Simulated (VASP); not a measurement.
# C (Fmmm) in VASP: further runs

Runs on C. Level: PBEsol+D3(BJ). Tasks: single point.

Program: VASP 6.6.1. These are calculated values, not measurements. Logs are shortened: lines on timing, memory, paths and dates and some standing lists are left out, and cuts for length are marked.

## (1) The cell of the first run

The structure is orthorhombic, space group Fmmm (No. 69). Conventional cell: a = 2.229 Å, b = 3.858 Å, c = 7.229 Å, α = 90.00°, β = 90.00°, γ = 90.00°. Within 1.7 Å of C (site symmetry m2m) lie 3 C at 1.29 Å.

## (2) Single point, PBEsol+D3(BJ) (7.77 Å³/atom)

Input file INCAR:

```
SYSTEM = C
PREC     = Accurate       ! precision mode
ENCUT    = 520            ! plane-wave cutoff, eV
EDIFF    = 1E-6           ! SCF threshold, eV
ISMEAR   = 0              ! smearing method
SIGMA    = 0.03           ! smearing width, eV
LREAL    = .False.        ! projectors in reciprocal space
LASPH    = .True.         ! aspherical terms in the spheres
NELM     = 100            ! most SCF steps
ALGO     = Normal         ! electronic algorithm
ISIF     = 2              ! what is computed and relaxed
LWAVE    = .False.        ! write WAVECAR
LCHARG   = .True.         ! write CHGCAR
GGA      = PS             ! functional
IVDW     = 12             ! dispersion correction
LELF     = .True.         ! ELF
LVHAR    = .True.       
NBANDS   = 11             ! bands
```

Input file KPOINTS:

```
Automatic mesh
0
Gamma
  18 18 18
  0 0 0
```

Input file POSCAR:

```
C
1.0
    0.0000000000      1.9287993011      3.6146338914
    1.1143298522      0.0000000000      3.6146338914
    1.1143298522      1.9287993011      0.0000000000
C
2
Direct
    0.1667066167      0.8332933833      0.1667066167
    0.8332933833      0.1667066167      0.8332933833
```

Potentials or basis: VASP PAW PBE potentials, release 64 (C).

On the command line:

```bash
$ cat potpaw_PBE.64/C/POTCAR > POTCAR
$ mpirun -np 1 vasp_std > vasp.out
```

OUTCAR:

```text
SYSTEM = C
   PREC = Accurate
   ENCUT = 520
   EDIFF = 1E-6
   ISMEAR = 0
   LREAL = .False.
   LASPH = .True.
   NELM = 100
   ISIF = 2
   GGA = PS
   IVDW = 12
 IVDW          = 12

 ion  position               nearest neighbor table
   1  0.167  0.833  0.167-   2 1.29   2 1.29   2 1.29
   2  0.833  0.167  0.833-   1 1.29   1 1.29   1 1.29

  LATTYP: Found a face centered orthorhombic cell.
 ALAT       =     2.2286597044
 B/A-ratio  =     1.7309051690
 C/A-ratio  =     3.2437737213

  Lattice vectors:

 A1 = (   0.0000000000,   1.9287993011,   3.6146338914)
 A2 = (   1.1143298522,   0.0000000000,   3.6146338914)
 A3 = (   1.1143298522,   1.9287993011,   0.0000000000)

Analysis of symmetry for initial positions (statically):
=====================================================================
 Subroutine PRICEL returns:
 Original cell was already a primitive cell.

 Routine SETGRP: Setting up the symmetry group for a
 face centered orthorhombic supercell.

 Subroutine GETGRP returns: Found  8 space group operations
 (whereof  8 operations were pure point group operations)
 out of a pool of  8 trial point group operations.

The static configuration has the point symmetry D_2h.

Analysis of symmetry for dynamics (positions and initial velocities):
=====================================================================
 Subroutine PRICEL returns:
 Original cell was already a primitive cell.

 Routine SETGRP: Setting up the symmetry group for a
 face centered orthorhombic supercell.

 Subroutine GETGRP returns: Found  8 space group operations
 (whereof  8 operations were pure point group operations)
 out of a pool of  8 trial point group operations.

The dynamic configuration has the point symmetry D_2h.

 Subroutine INISYM returns: Found  8 space group operations
 (whereof  8 operations are pure point group operations),
 and found     1 'primitive' translations

----------------------------------------------------------------------------------------

                                     Primitive cell

  volume of cell :      15.5380

  direct lattice vectors                    reciprocal lattice vectors
     0.000000000  1.928799301  3.614633891    -0.448700175  0.259228630  0.138326595
     1.114329852  0.000000000  3.614633891     0.448700175 -0.259228630  0.138326595
     1.114329852  1.928799301  0.000000000     0.448700175  0.259228630 -0.138326595

  length of vectors
     4.097053199  3.782500388  2.227554211     0.536344644  0.536344644  0.536344644

  position of ions in fractional coordinates (direct lattice)
     0.166706617  0.833293383  0.166706617
     0.833293383  0.166706617  0.833293383

  ion indices of the primitive-cell ions
   primitive index   ion index
                 1           1
                 2           2

----------------------------------------------------------------------------------------

 KPOINTS: Automatic mesh

Automatic generation of k-mesh.
 Grid dimensions read from file:
 generate k-points for:   18   18   18

 Generating k-lattice:

  Cartesian coordinates                     Fractional coordinates (reciprocal lattice)
    -0.024927788  0.014401591  0.007684811     0.055555556  0.000000000  0.000000000
     0.024927788 -0.014401591  0.007684811     0.000000000  0.055555556  0.000000000
     0.024927788  0.014401591 -0.007684811    -0.000000000 -0.000000000  0.055555556

  Length of vectors
     0.029796925  0.029796925  0.029796925

  Shift w.r.t. Gamma in fractional coordinates (k-lattice)
     0.000000000  0.000000000  0.000000000

 Subroutine IBZKPT returns following result:
 ===========================================

 Found    865 irreducible k-points:

 Following reciprocal coordinates:
            Coordinates               Weight
  0.000000  0.000000  0.000000      1.000000
  0.055556  0.000000  0.000000      8.000000
  0.111111  0.000000  0.000000      8.000000
  0.166667  0.000000  0.000000      8.000000
  0.222222  0.000000 -0.000000      8.000000
  0.277778  0.000000  0.000000      8.000000
[... 16 lines left out ...]
 -0.277778  0.055556 -0.000000      8.000000
 -0.222222  0.055556  0.000000      8.000000
 [... further k-points ...]
   k-points           NKPTS =    865   k-points in BZ     NKDIM =    865   number of bands    NBANDS=     11
   number of dos      NEDOS =    301   number of ions     NIONS =      2
   total plane-waves  NPLWV =  15120
   dimension x,y,z NGX =    30 NGY =   28 NGZ =   18
   dimension x,y,z NGXF=    60 NGYF=   56 NGZF=   36
   ions per type =               2
   NGX,Y,Z   is equivalent  to a cutoff of  12.17, 12.31, 13.43 a.u.
   NGXF,Y,Z  is equivalent  to a cutoff of  24.35, 24.61, 26.87 a.u.
 SYSTEM =  C
   PREC   = accura    normal or accurate (medium, high low for compatibility)
   ISTART =      0    job   : 0-new  1-cont  2-samecut
   ICHARG =      2    charge: 1-file 2-atom 10-const
   ISPIN  =      1    spin polarized calculation?
   LNONCOLLINEAR =      F non collinear calculations
   LSORBIT =      F    spin-orbit coupling
   LASPH  =      T    aspherical Exc in radial PAW
   ENCUT  =  520.0 eV  38.22 Ry    6.18 a.u.   7.62  7.03  4.14*2*pi/ulx,y,z
   NELM   =    100;   NELMIN=  2; NELMDL= -5     # of ELM steps
   EDIFF  = 0.1E-05   stopping-criterion for ELM
   LREAL  =      F    real-space projection
   EDIFFG = 0.1E-04   stopping-criterion for IOM
   NSW    =      0    number of steps for IOM
   IBRION =     -1    ionic relax: 0-MD 1-quasi-New 2-CG
   NFREE  =      0    steps in history (QN), initial steepest desc. (CG)
   ISIF   =      2    stress and relaxation
   ISYM   =      2    0-nonsym 1-usesym 2-fastsym
   POTIM  = 0.5000    time-step for ionic-motion
   TEBEG  =    0.0;   TEEND  =   0.0 temperature during run
   PSTRESS=    0.0 pullay stress
   NELECT =       8.0000    total number of electrons
   NUPDOWN=      -1.0000    fix difference up-down
   EMIN   =  10.00;   EMAX   =-10.00  energy-range for DOS
   EFERMI =   0.00;   METHOD = LEGACY
   ISMEAR =     0;   SIGMA  =   0.03  broadening in eV -4-tet -1-fermi 0-gaus
   EFERMI_NEDOS =   21; number of points for ismear=-14 and -15
   IALGO  =     38    algorithm
   IMIX   =      4    mixing-type and parameters
     AMIX     =   0.40;   BMIX     =  1.00
     AMIX_MAG =   1.60;   BMIX_MAG =  1.00
  volume/ion in A,a.u.               =       7.77        52.43
  Fermi-wavevector in a.u.,A,eV,Ry     =   1.312119  2.479545 23.424544  1.721655
  Thomas-Fermi vector in A             =   2.442533
   LORBIT       =      0    0 simple, 1 ext, 2 COOP (PROOUT), +10 PAW based schemes
   GGA     = PS    functional components
   LHFCALC =     F    Hartree Fock is set to
   AEXX    =    0.0000 exact exchange contribution
   IVDW    =    12    specifies the selected vdW correction
   LEPSILON=     F    determine dielectric tensor
   LRPA    =     F    only Hartree local field effects (RPA)
 non-spin polarized calculation
 Gauss-broadening in eV      SIGMA  =   0.03
  energy-cutoff  :      520.00
  volume of cell :       15.54
 maximum number of plane-waves:       434
   NGX = 15   NGY = 13   NGZ =  9

 number of electron       8.0000000 magnetization

 Free energy of the ion-electron system (eV)
  ---------------------------------------------------
  ext. energy  EPLUGINS =         0.00000000
  ---------------------------------------------------
  free energy    TOTEN  =       -17.70125225 eV

  energy without entropy =      -17.70123741  energy(sigma->0) =      -17.70124483

 E-fermi :   5.8502     XC(G=0): -10.5739

 val. band max:        5.8289798712   @ k =  -0.2778   0.0556   0.3333
 cond. band min:       5.8713467270   @ k =  -0.2222   0.1111   0.3333
 fundamental gap:      0.0423668558
 Fermi energy:         5.8502285096

 k-point     1 :       0.0000    0.0000    0.0000
  band No.  band energies     occupation
      1     -16.2436      2.00000
      2      -3.4703      2.00000
      3       3.1321      2.00000
      4       3.1428      2.00000
      5       8.1870      0.00000
      6      16.3792      0.00000
      7      16.3966      0.00000
      8      21.4698      0.00000
      9      26.2118      0.00000
     10      28.5944      0.00000
     11      32.4599      0.00000

 k-point     2 :       0.0556    0.0000    0.0000
  band No.  band energies     occupation
      1     -16.1559      2.00000
      2      -3.3712      2.00000
      3       2.7930      2.00000
      4       2.9230      2.00000
      5       8.3263      0.00000
      6      16.4656      0.00000
      7      16.8096      0.00000
      8      21.0665      0.00000
      9      26.2851      0.00000
     10      28.5031      0.00000
     11      32.8129      0.00000

 k-point     3 :       0.1111    0.0000    0.0000
  band No.  band energies     occupation
      1     -15.8931      2.00000
      2      -3.0741      2.00000
      3       1.8487      2.00000
      4       2.3530      2.00000
      5       8.7455      0.00000
      6      16.6282      0.00000
      7      18.0021      0.00000
      8      19.9360      0.00000
      9      26.5161      0.00000
     10      28.2103      0.00000
     11      33.7384      0.00000
[... 267 lines left out ...]
 k-point    23 :      -0.2778    0.0556   -0.0000
  band No.  band energies     occupation
      1     -13.1510      2.00000
      2      -4.5808      2.00000
      3      -0.5235      2.00000
      4       0.1656      2.00000
      5      11.7961      0.00000
      6      12.7398      0.00000
      7      16.7593      0.00000
      8      24.7579      0.00000
      9      27.0307      0.00000
     10      27.7327      0.00000
     11      31.0001      0.00000

 k-point    24 :      -0.2222    0.0556    0.0000
  band No.  band energies     occupation
      1     -14.0874      2.00000
      2      -2.8451      2.00000
      3      -0.8872      2.00000
      4       0.0827      2.00000
      5      11.2347      0.00000
      6      14.0665      0.00000
      7      16.8182      0.00000
      8      24.4367      0.00000
      9      25.9941      0.00000
     10      27.8176      0.00000
     11      31.4696      0.00000

 [... further k-points ...]

------------------------ aborting loop because EDIFF is reached ----------------------------------------

 Edisp (eV)   -0.18985

 E8    (eV) :    -0.0922

  FORCE on cell =-STRESS in cart. coord.  units (eV):
  Direction    XX          YY          ZZ          XY          YZ          ZX
  --------------------------------------------------------------------------------------
  -------------------------------------------------------------------------------------
  Total      16.90915    16.95540    -0.23873    -0.00000     0.00000     0.00000
  in kB    1743.56186  1748.32987   -24.61598    -0.00000     0.00000     0.00000
  external pressure =     1155.76 kB  Pullay stress =        0.00 kB

 VOLUME and BASIS-vectors are now :
 -----------------------------------------------------------------------------
  energy-cutoff  :      520.00
  volume of cell :       15.54
      direct lattice vectors                 reciprocal lattice vectors
     0.000000000  1.928799301  3.614633891    -0.448700175  0.259228630  0.138326595
     1.114329852  0.000000000  3.614633891     0.448700175 -0.259228630  0.138326595
     1.114329852  1.928799301  0.000000000     0.448700175  0.259228630 -0.138326595

 POSITION                                       TOTAL-FORCE (eV/Angst)
 -----------------------------------------------------------------------------------
      1.11433      0.64309      3.61463         0.000000      0.000146      0.000000
      1.11433      3.21451      3.61463         0.000000     -0.000146      0.000000
 -----------------------------------------------------------------------------------
    total drift:                               -0.000000      0.000000     -0.000000

  FREE ENERGIE OF THE ION-ELECTRON SYSTEM (eV)
  ---------------------------------------------------
  free  energy   TOTEN  =       -17.8911055379 eV

  energy  without entropy=      -17.8910907064  energy(sigma->0) =      -17.89109812
```

Wall time 81 s (1 thread of Intel Xeon 6975P-C (Granite Rapids), shared host); peak memory 0.25 GiB.

What came out:

```
Free energy                : -17.8911 eV
Pressure                   : 115.6 GPa
Dispersion energy per atom : -0.095 eV
```

Caveat: the stress differs along the axes, from -2 to 175 GPa; the PAW data sets were made with another functional, which shifts forces and pressure a little.

## (3) Single point, PBEsol+D3(BJ) (7.77 Å³/atom)

Input file INCAR:

```
SYSTEM = C
ALGO = Normal
EDIFF = 1E-7
ENCUT = 520
GGA = PS
ISIF = 2
ISMEAR = 0
IVDW = 12
LASPH = .True.
LCHARG = .True.
LELF = .True.
LREAL = .False.
LVHAR = .True.
LWAVE = .False.
NBANDS = 11
NELM = 80
PREC = Accurate
SIGMA = 0.03
```

Input file KPOINTS:

```
k-points
0
Gamma
  18 18 18
  0 0 0
```

Input file POSCAR:

```
C
1.0
    0.0000000000      2.0494273408      3.2016462491
    1.1840205792      0.0000000000      3.2016462491
    1.1840205792      2.0494273408      0.0000000000
C
2
Direct
    0.1667066167      0.8332933833      0.1667066167
    0.8332933833      0.1667066167      0.8332933833
```

Potentials or basis: VASP PAW PBE potentials, release 64 (C).

On the command line:

```bash
$ cat potpaw_PBE.64/C/POTCAR > POTCAR
$ mpirun -np 1 vasp_std > vasp.out
```

Run time: 78 s. Hardware: 1 thread of Intel Xeon 6975P-C (Granite Rapids), shared host; peak memory 0.24 GiB.

Results (log left out):

- Free energy: -19.2709 eV
- Pressure: 42.1 GPa
- Dispersion energy per atom: -0.110 eV

Stress tensor (GPa, compression positive):
```
62.50  0.00  0.00
 0.00 62.39  0.00
 0.00  0.00  1.49
```

Caveat: the stress differs along the axes, from 1 to 62 GPa; the PAW data sets were made with another functional, which shifts forces and pressure a little.
